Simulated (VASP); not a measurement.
Input of a VASP 6.6.1 run:

Contents of INCAR:

```
PREC     = Accurate       # precision mode
ENCUT    = 520            # plane-wave cutoff, eV
EDIFF    = 1E-6           # SCF threshold, eV
ISMEAR   = 0              # smearing method
SIGMA    = 0.1            # smearing width, eV
LREAL    = False          # projectors in reciprocal space
LASPH    = True           # aspherical terms in the spheres
NELM     = 100            # most SCF steps
ALGO     = Normal         # electronic algorithm
ISIF     = 2              # what is computed and relaxed
LWAVE    = False          # write WAVECAR
LCHARG   = False          # write CHGCAR
GGA      = PE             # functional
NBANDS   = 39             # bands
```

File KPOINTS:

```
regular mesh
0
Gamma
  6 6 2
```

Contents of POSCAR:

```
SnPb2O3
1.0
    5.0313073652      0.0000000000      0.0000000000
   -2.5156536826      4.3572399925      0.0000000000
    0.0000000000      0.0000000000      8.5984045247
Sn Pb O
1 2 3
Direct
    0.6666666667      0.3333333333      0.0000000000
    0.6666666667      0.3333333333      0.5000000000
    0.0000000000      0.0000000000      0.5000000000
    0.3333333333      0.6666666667      0.5000000000
    0.6666666667      0.3333333333      0.2302533244
    0.6666666667      0.3333333333      0.7697466756
```

Potentials or basis: VASP PAW PBE potentials, release 64 (Sn_d, Pb_d, O).

Run with:

```console
$ cat potpaw_PBE.64/Sn_d/POTCAR potpaw_PBE.64/Pb_d/POTCAR potpaw_PBE.64/O/POTCAR > POTCAR
$ mpirun -np 1 vasp_std > vasp.out
```

Question: Predict the pressure.

Answer: 0.1 GPa.

Question: Predict the band gap on the k mesh.

Answer: Zero (bands 30 and 31 overlap by 1.36 eV).

Question: Estimate the largest force.

Answer: 0.062 eV/Å.

Stress tensor (GPa, compression positive):
```
-0.02  0.00  0.00
 0.00 -0.02  0.00
 0.00  0.00  0.23
```

Caveat: the k points lie up to 0.37 Å⁻¹ apart, too coarse for converged energies and pressures of a metal; spin-orbit coupling is left out, which moves the levels of the heavy elements.
